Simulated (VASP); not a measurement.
# Sb (I4/mmm) in VASP: a series of runs

Sb is run at these levels: PBE; tasks: electric field gradients.

Everything below comes from runs of VASP 6.6.1. Logs are shortened: lines on timing, memory, paths and dates and some standing lists are left out, and cuts for length are marked.

**1. The cell of the first run**

It takes space group I4/mmm (No. 139, tetragonal). The conventional cell has a = 3.260 Å, b = 3.260 Å, c = 4.518 Å, α = 90.00°, β = 90.00°, γ = 90.00°. Within 4.2 Å of Sb (site symmetry 4/mmm) lie 12 Sb at 3.23 to 3.26 Å.

**2. Electric field gradients, PBE (zz strain of -2 %)**

Input file INCAR:

```
PREC = Accurate
ENCUT = 400
EDIFF = 1E-8
ISMEAR = -1
SIGMA = 0.05
LREAL = False
LASPH = True
NELM = 120
ALGO = Normal
ISIF = 2
LWAVE = False
LCHARG = False
GGA = PE
LEFG = True
NBANDS = 8
GGA_COMPAT = False
```

Input file KPOINTS:

```
regular mesh
0
Gamma
  12 12 12
```

Input file POSCAR:

```
Sb
1.0
    0.0000000000      2.3050000000      2.2589000000
    2.3050000000      0.0000000000      2.2589000000
    2.3050000000      2.3050000000      0.0000000000
Sb
1
Direct
    0.0000000000      0.0000000000      0.0000000000
```

Potentials or basis: VASP PAW PBE potentials, release 64 (Sb).

Command:

```console
cat potpaw_PBE.64/Sb/POTCAR > POTCAR
mpirun -np 1 vasp_std > vasp.out
```

OUTCAR:

```text
PREC = Accurate
   ENCUT = 400
   EDIFF = 1E-8
   ISMEAR = -1
   LREAL = False
   LASPH = True
   NELM = 120
   ISIF = 2
   GGA = PE

 ion  position               nearest neighbor table
   1  0.000  0.000  0.000-

  LATTYP: Found a body centered tetragonal cell.
 ALAT       =     3.2597622613
 C/A-ratio  =     1.3859292911

  Lattice vectors:

 A1 = (   0.0000000000,  -2.3050000000,  -2.2589000000)
 A2 = (   0.0000000000,   2.3050000000,  -2.2589000000)
 A3 = (   2.3050000000,   0.0000000000,   2.2589000000)

Analysis of symmetry for initial positions (statically):
=====================================================================
 Subroutine PRICEL returns:
 Original cell was already a primitive cell.

 Routine SETGRP: Setting up the symmetry group for a
 body centered tetragonal supercell.

 Subroutine GETGRP returns: Found 16 space group operations
 (whereof 16 operations were pure point group operations)
 out of a pool of 16 trial point group operations.

The static configuration has the point symmetry D_4h.

Analysis of symmetry for dynamics (positions and initial velocities):
=====================================================================
 Subroutine PRICEL returns:
 Original cell was already a primitive cell.

 Routine SETGRP: Setting up the symmetry group for a
 body centered tetragonal supercell.

 Subroutine GETGRP returns: Found 16 space group operations
 (whereof 16 operations were pure point group operations)
 out of a pool of 16 trial point group operations.

The dynamic configuration has the point symmetry D_4h.

 Subroutine INISYM returns: Found 16 space group operations
 (whereof 16 operations are pure point group operations),
 and found     1 'primitive' translations

----------------------------------------------------------------------------------------

                                     Primitive cell

  volume of cell :      24.0032

  direct lattice vectors                    reciprocal lattice vectors
     0.000000000  2.305000000  2.258900000    -0.216919740  0.216919740  0.221346673
     2.305000000  0.000000000  2.258900000     0.216919740 -0.216919740  0.221346673
     2.305000000  2.305000000  0.000000000     0.216919740  0.216919740 -0.221346673

  length of vectors
     3.227329269  3.227329269  3.259762261     0.378289171  0.378289171  0.378289171

  position of ions in fractional coordinates (direct lattice)
     0.000000000  0.000000000  0.000000000

  ion indices of the primitive-cell ions
   primitive index   ion index
                 1           1

----------------------------------------------------------------------------------------

 KPOINTS: regular mesh

Automatic generation of k-mesh.
 Grid dimensions read from file:
 generate k-points for:   12   12   12

 Generating k-lattice:

  Cartesian coordinates                     Fractional coordinates (reciprocal lattice)
    -0.018076645  0.018076645  0.018445556     0.083333333  0.000000000  0.000000000
     0.018076645 -0.018076645  0.018445556     0.000000000  0.083333333  0.000000000
     0.018076645  0.018076645 -0.018445556     0.000000000  0.000000000  0.083333333

  Length of vectors
     0.031524098  0.031524098  0.031524098

  Shift w.r.t. Gamma in fractional coordinates (k-lattice)
     0.000000000  0.000000000  0.000000000

 Subroutine IBZKPT returns following result:
 ===========================================

 Found    163 irreducible k-points:

 Following reciprocal coordinates:
            Coordinates               Weight
  0.000000  0.000000  0.000000      1.000000
  0.083333  0.000000  0.000000      8.000000
  0.166667 -0.000000  0.000000      8.000000
  0.250000  0.000000  0.000000      8.000000
  0.333333  0.000000  0.000000      8.000000
  0.416667  0.000000  0.000000      8.000000
[... 16 lines left out ...]
  0.500000  0.166667  0.000000      8.000000
 -0.416667  0.166667  0.000000      8.000000
 [... further k-points ...]
   k-points           NKPTS =    163   k-points in BZ     NKDIM =    163   number of bands    NBANDS=      8
   number of dos      NEDOS =    301   number of ions     NIONS =      1
   total plane-waves  NPLWV =  13824
   dimension x,y,z NGX =    24 NGY =   24 NGZ =   24
   dimension x,y,z NGXF=    48 NGYF=   48 NGZF=   48
   ions per type =               1
   NGX,Y,Z   is equivalent  to a cutoff of  12.36, 12.36, 12.24 a.u.
   NGXF,Y,Z  is equivalent  to a cutoff of  24.73, 24.73, 24.48 a.u.
 SYSTEM =  unknown system
   PREC   = accura    normal or accurate (medium, high low for compatibility)
   ISTART =      0    job   : 0-new  1-cont  2-samecut
   ICHARG =      2    charge: 1-file 2-atom 10-const
   ISPIN  =      1    spin polarized calculation?
   LNONCOLLINEAR =      F non collinear calculations
   LSORBIT =      F    spin-orbit coupling
   LASPH  =      T    aspherical Exc in radial PAW
   ENCUT  =  400.0 eV  29.40 Ry    5.42 a.u.   5.26  5.26  5.32*2*pi/ulx,y,z
   NELM   =    120;   NELMIN=  2; NELMDL= -5     # of ELM steps
   EDIFF  = 0.1E-07   stopping-criterion for ELM
   LREAL  =      F    real-space projection
   EDIFFG = 0.1E-06   stopping-criterion for IOM
   NSW    =      0    number of steps for IOM
   IBRION =     -1    ionic relax: 0-MD 1-quasi-New 2-CG
   NFREE  =      0    steps in history (QN), initial steepest desc. (CG)
   ISIF   =      2    stress and relaxation
   ISYM   =      2    0-nonsym 1-usesym 2-fastsym
   POTIM  = 0.5000    time-step for ionic-motion
   TEBEG  =    0.0;   TEEND  =   0.0 temperature during run
   PSTRESS=    0.0 pullay stress
   NELECT =       5.0000    total number of electrons
   NUPDOWN=      -1.0000    fix difference up-down
   EMIN   =  10.00;   EMAX   =-10.00  energy-range for DOS
   EFERMI =   0.00;   METHOD = LEGACY
   ISMEAR =    -1;   SIGMA  =   0.05  broadening in eV -4-tet -1-fermi 0-gaus
   EFERMI_NEDOS =   21; number of points for ismear=-14 and -15
   IALGO  =     38    algorithm
   IMIX   =      4    mixing-type and parameters
     AMIX     =   0.40;   BMIX     =  1.00
     AMIX_MAG =   1.60;   BMIX_MAG =  1.00
  volume/ion in A,a.u.               =      24.00       161.98
  Fermi-wavevector in a.u.,A,eV,Ry     =   0.970455  1.833893 12.813723  0.941782
  Thomas-Fermi vector in A             =   2.100591
   LORBIT       =      0    0 simple, 1 ext, 2 COOP (PROOUT), +10 PAW based schemes
   GGA     = PE    functional components
   LHFCALC =     F    Hartree Fock is set to
   AEXX    =    0.0000 exact exchange contribution
   IVDW    =     0    specifies the selected vdW correction
   LEPSILON=     F    determine dielectric tensor
   LRPA    =     F    only Hartree local field effects (RPA)
 non-spin polarized calculation
  energy-cutoff  :      400.00
  volume of cell :       24.00
 maximum number of plane-waves:       448
 NGX is ok and might be reduce to    24
   NGX = 11   NGY = 11   NGZ = 11

 number of electron       4.9999999 magnetization

 Free energy of the ion-electron system (eV)
  ---------------------------------------------------
  ext. energy  EPLUGINS =         0.00000000
  ---------------------------------------------------
  free energy    TOTEN  =        -3.72064300 eV

  energy without entropy =       -3.71443441  energy(sigma->0) =       -3.71753871

 E-fermi :  10.1798     XC(G=0): -10.7444

 val. band max:       10.1757935499   @ k =  -0.1667   0.4167   0.3333
 cond. band min:      10.1860864743   @ k =  -0.1667   0.0000   0.1667
 fundamental gap:      0.0102929244
 Fermi energy:        10.1798139146

 k-point     1 :       0.0000    0.0000    0.0000
  band No.  band energies     occupation
      1      -3.7804      2.00000
      2      16.3006      0.00000
      3      16.3272      0.00000
      4      16.3272      0.00000
      5      20.3202      0.00000
      6      20.4094      0.00000
      7      20.4094      0.00000
      8      20.5362      0.00000

 k-point     2 :       0.0833    0.0000    0.0000
  band No.  band energies     occupation
      1      -3.6272      2.00000
      2      14.8241      0.00000
      3      16.0747      0.00000
      4      16.1014      0.00000
      5      19.3597      0.00000
      6      20.7767      0.00000
      7      20.8412      0.00000
      8      22.4371      0.00000
[... 221 lines left out ...]
 k-point    23 :       0.5000    0.1667    0.0000
  band No.  band energies     occupation
      1       0.7886      2.00000
      2       4.5547      2.00000
      3      11.4706      0.00000
      4      12.6944      0.00000
      5      16.5387      0.00000
      6      21.5306      0.00000
      7      21.7633      0.00000
      8      23.8441      0.00000

 k-point    24 :      -0.4167    0.1667    0.0000
  band No.  band energies     occupation
      1       1.0077      2.00000
      2       4.2668      2.00000
      3      10.9316      0.00000
      4      13.1434      0.00000
      5      16.8452      0.00000
      6      21.0989      0.00000
      7      21.5307      0.00000
      8      24.9965      0.00000

 [... further k-points ...]

------------------------ aborting loop because EDIFF is reached ----------------------------------------

  FORCE on cell =-STRESS in cart. coord.  units (eV):
  Direction    XX          YY          ZZ          XY          YZ          ZX
  --------------------------------------------------------------------------------------
  -------------------------------------------------------------------------------------
  Total        1.5952003      1.5952003      1.6032637      0.0000000      0.0000000     -0.0000000
  in kB      106.4772824    106.4772824    107.0155003      0.0000000      0.0000000     -0.0000000
  external PRESSURE =     106.6566883 kB  Pullay stress =       0.0000000 kB

 VOLUME and BASIS-vectors are now :
 -----------------------------------------------------------------------------
  energy-cutoff  :      400.00
  volume of cell :       24.00
      direct lattice vectors                 reciprocal lattice vectors
     0.000000000  2.305000000  2.258900000    -0.216919740  0.216919740  0.221346673
     2.305000000  0.000000000  2.258900000     0.216919740 -0.216919740  0.221346673
     2.305000000  2.305000000  0.000000000     0.216919740  0.216919740 -0.221346673

 POSITION                                       TOTAL-FORCE (eV/Angst)
 -----------------------------------------------------------------------------------
      0.00000      0.00000      0.00000         0.000000      0.000000      0.000000
 -----------------------------------------------------------------------------------
    total drift:                               -0.000000      0.000000      0.000000

  FREE ENERGIE OF THE ION-ELECTRON SYSTEM (eV)
  ---------------------------------------------------
  free  energy   TOTEN  =        -3.7206430048 eV

  energy  without entropy=       -3.7144344074  energy(sigma->0) =       -3.71753871

 Electric field gradients (V/A^2)
---------------------------------------------------------------------
 ion       V_xx      V_yy      V_zz      V_xy      V_xz      V_yz
---------------------------------------------------------------------
   1       4.588     4.588    -9.176     0.000     0.000     0.000
---------------------------------------------------------------------

 Electric field gradients after diagonalization (V/A^2)
 (convention: |V_zz| > |V_xx| > |V_yy|)
----------------------------------------------------------------------
 ion       V_xx      V_yy      V_zz     asymmetry (V_yy - V_xx)/ V_zz
----------------------------------------------------------------------
   1       4.588     4.588    -9.176       0.000
----------------------------------------------------------------------

           NMR quadrupolar parameters

 Cq : quadrupolar parameter    Cq=e*Q*V_zz/h
 eta: asymmetry parameters     (V_yy - V_xx)/ V_zz
 Q  : nuclear electric quadrupole moment in mb (millibarn)
----------------------------------------------------------------------
 ion       Cq(MHz)       eta       Q (mb)
----------------------------------------------------------------------
   1      -0.022       0.000       1.000
----------------------------------------------------------------------
```

Wall time 9.6 s (1 thread of Intel Xeon Platinum 8488C (Sapphire Rapids), shared host); peak memory 0.14 GiB.

Results:

| Property | Result |
| --- | --- |
| Free energy | -3.7206 eV |
| Pressure | 10.7 GPa |
| Band gap on the k mesh | zero (an odd number of electrons rules out a gap without spin polarisation) |
| Largest electric field gradient by atom | Sb -9.2 V/Å² |

Levels at points of the mesh, in eV from the Fermi level:
```
           k point  band 1  band 2  band 3  band 4  band 5  band 6  band 7
(0.00, 0.00, 0.00)  -13.96    6.12    6.15    6.15   10.14   10.23   10.23
(0.50, 0.00, 0.00)   -9.53   -6.67    3.96    4.31    8.80    9.15    9.56
(0.50, 0.50, 0.00)   -7.35   -5.52    0.14    0.14    4.00    4.35   18.13
(0.50, 0.00, 0.50)   -7.66   -5.71    0.34    0.50    4.30    4.56   18.19
```

Electric field gradients, principal values (V/Å²):
| atom | least | middle | greatest (by size) |
| --- | --- | --- | --- |
| 1 Sb | 4.588 | 4.588 | -9.176 |

Caveat: the cell differs from its parent crystal (zz strain of -2 %); the cell stands under pressure; without QUAD_EFG the Cq values of the log hold for a quadrupole moment of 1 mb, not for the nuclei; spin-orbit coupling is left out, which moves the levels of the heavy elements.

**3. Electric field gradients, PBE (zz strain of +1 %)**

Input file INCAR:

```
  PREC = Accurate
  ENCUT = 400
  EDIFF = 1E-8
  ISMEAR = -1
  SIGMA = 0.05
  LREAL = False
  LASPH = True
  NELM = 120
  ALGO = Normal
  ISIF = 2
  LWAVE = False
  LCHARG = False
  GGA = PE
  LEFG = True
  NBANDS = 8
  GGA_COMPAT = False
```

KPOINTS is that of step 2.

Input file POSCAR:

```
Sb
1.0
    0.0000000000      2.3050000000      2.3280500000
    2.3050000000      0.0000000000      2.3280500000
    2.3050000000      2.3050000000      0.0000000000
Sb
1
Direct
    0.0000000000      0.0000000000      0.0000000000
```

Potentials or basis: VASP PAW PBE potentials, release 64 (Sb).

Command:

```console
cat potpaw_PBE.64/Sb/POTCAR > POTCAR
mpirun -np 1 vasp_std > vasp.out
```

OUTCAR:

```text
PREC = Accurate
   ENCUT = 400
   EDIFF = 1E-8
   ISMEAR = -1
   LREAL = False
   LASPH = True
   NELM = 120
   ISIF = 2
   GGA = PE

 ion  position               nearest neighbor table
   1  0.000  0.000  0.000-

  LATTYP: Found a body centered tetragonal cell.
 ALAT       =     3.2597622613
 C/A-ratio  =     1.4283556980

  Lattice vectors:

 A1 = (  -2.3050000000,   0.0000000000,   2.3280500000)
 A2 = (   2.3050000000,   0.0000000000,   2.3280500000)
 A3 = (   0.0000000000,   2.3050000000,  -2.3280500000)

Analysis of symmetry for initial positions (statically):
=====================================================================
 Subroutine PRICEL returns:
 Original cell was already a primitive cell.

 Routine SETGRP: Setting up the symmetry group for a
 body centered tetragonal supercell.

 Subroutine GETGRP returns: Found 16 space group operations
[... 445 lines left out ...]

 VOLUME and BASIS-vectors are now :
 -----------------------------------------------------------------------------
  energy-cutoff  :      400.00
  volume of cell :       24.74
      direct lattice vectors                 reciprocal lattice vectors
     0.000000000  2.305000000  2.328050000    -0.216919740  0.216919740  0.214772020
     2.305000000  0.000000000  2.328050000     0.216919740 -0.216919740  0.214772020
     2.305000000  2.305000000  0.000000000     0.216919740  0.216919740 -0.214772020

 POSITION                                       TOTAL-FORCE (eV/Angst)
 -----------------------------------------------------------------------------------
      0.00000      0.00000      0.00000         0.000000     -0.000000      0.000000
 -----------------------------------------------------------------------------------
    total drift:                                0.000000      0.000000      0.000000

  FREE ENERGIE OF THE ION-ELECTRON SYSTEM (eV)
  ---------------------------------------------------
  free  energy   TOTEN  =        -3.7625523421 eV

  energy  without entropy=       -3.7558691559  energy(sigma->0) =       -3.75921075

 Electric field gradients (V/A^2)
---------------------------------------------------------------------
 ion       V_xx      V_yy      V_zz      V_xy      V_xz      V_yz
---------------------------------------------------------------------
   1      -1.343    -1.343     2.687     0.000    -0.000    -0.000
---------------------------------------------------------------------

 Electric field gradients after diagonalization (V/A^2)
 (convention: |V_zz| > |V_xx| > |V_yy|)
----------------------------------------------------------------------
 ion       V_xx      V_yy      V_zz     asymmetry (V_yy - V_xx)/ V_zz
----------------------------------------------------------------------
   1      -1.343    -1.343     2.687       0.000
----------------------------------------------------------------------

           NMR quadrupolar parameters

 Cq : quadrupolar parameter    Cq=e*Q*V_zz/h
 eta: asymmetry parameters     (V_yy - V_xx)/ V_zz
 Q  : nuclear electric quadrupole moment in mb (millibarn)
----------------------------------------------------------------------
 ion       Cq(MHz)       eta       Q (mb)
----------------------------------------------------------------------
   1       0.006       0.000       1.000
----------------------------------------------------------------------
```

stdout:

```text
POSCAR found type information on POSCAR Sb
 POSCAR found :  1 types and       1 ions
 scaLAPACK will be used
 LDA part: xc-table for (Slater+PW92), standard interpolation
 POSCAR, INCAR and KPOINTS ok, starting setup
 FFT: planning ... GRIDC
 FFT: planning ... GRID_SOFT
 FFT: planning ... GRID
 WAVECAR not read
 entering main loop
ion   1
```

Wall time 9.8 s (1 thread of Intel Xeon Platinum 8488C (Sapphire Rapids), shared host); peak memory 0.15 GiB.

What came out:

| Property | Result |
| --- | --- |
| Free energy | -3.7626 eV |
| Pressure | 7.7 GPa |
| Band gap on the k mesh | zero (an odd number of electrons rules out a gap without spin polarisation) |
| Largest electric field gradient by atom | Sb +2.7 V/Å² |

Stress tensor (GPa, compression positive):
```
7.62 0.00 0.00
0.00 7.62 0.00
0.00 0.00 7.81
```

Electric field gradients, principal values (V/Å²):
| atom | least | middle | greatest (by size) |
| --- | --- | --- | --- |
| 1 Sb | -1.343 | -1.343 | 2.687 |

Caveat: the cell differs from its parent crystal (zz strain of +1 %); the cell stands under pressure; without QUAD_EFG the Cq values of the log hold for a quadrupole moment of 1 mb, not for the nuclei; spin-orbit coupling is left out, which moves the levels of the heavy elements.

(Continued in part 2 of 2.)

The gap in the log of VASP goes by the Fermi energy; the results here count the filled bands.